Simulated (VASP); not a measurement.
Write the native input for VASP 6.6.1 that does the following.

| Item | Value |
| --- | --- |
| Task | single point |
| Functional | PBEsol |
| Potentials or basis | VASP PAW PBE potentials, release 64 (B, N) |
| Cutoff | 520 eV |
| k mesh | 9 × 9 × 4 |
| Occupations | gaussian, width 0.01 eV |
| Spin | no spin polarisation |
| Dipole correction | no |
| Further INCAR settings | ALGO = Normal; EDIFF = 1e-07; NBANDS = 16 |

The structure of BN lies in POSCAR:

```
BN
1.0
    2.5005826042      0.0000000000      0.0000000000
   -1.2502913021      2.1655680595      0.0000000000
    0.0000000000      0.0000000000      6.5236361402
B N
2 2
Direct
    0.3333333333      0.6666666667      0.2500000000
    0.6666666667      0.3333333333      0.7500000000
    0.3333333333      0.6666666667      0.7500000000
    0.6666666667      0.3333333333      0.2500000000
```

One way to write it, as run:

INCAR

```
SYSTEM = BN
ALGO = Normal
EDIFF = 1E-7
ENCUT = 520
GGA = PS
ISIF = 2
ISMEAR = 0
LASPH = .True.
LCHARG = .False.
LREAL = .False.
LWAVE = .False.
NBANDS = 16
NELM = 60
PREC = Accurate
SIGMA = 0.01
```

KPOINTS

```
k-points
0
Gamma
  9 9 4
  0 0 0
```

Potentials or basis: VASP PAW PBE potentials, release 64 (B, N).

Launch:

```sh
$ cat potpaw_PBE.64/B/POTCAR potpaw_PBE.64/N/POTCAR > POTCAR
$ mpirun -np 1 vasp_std > vasp.out
```

Results of the run:

* Pressure: 2.0 GPa
* Band gap on the k mesh: 4.28 eV, indirect (least direct gap 4.55 eV)

Caveat: the PAW data sets were made with another functional, which shifts forces and pressure a little; this functional lacks dispersion, which binds the layers, so the pressure and a relaxed spacing across them are unreliable.

It took 20 s on 1 thread of AMD EPYC 9R45 (Zen 5) (shared host), peak memory 0.11 GiB.
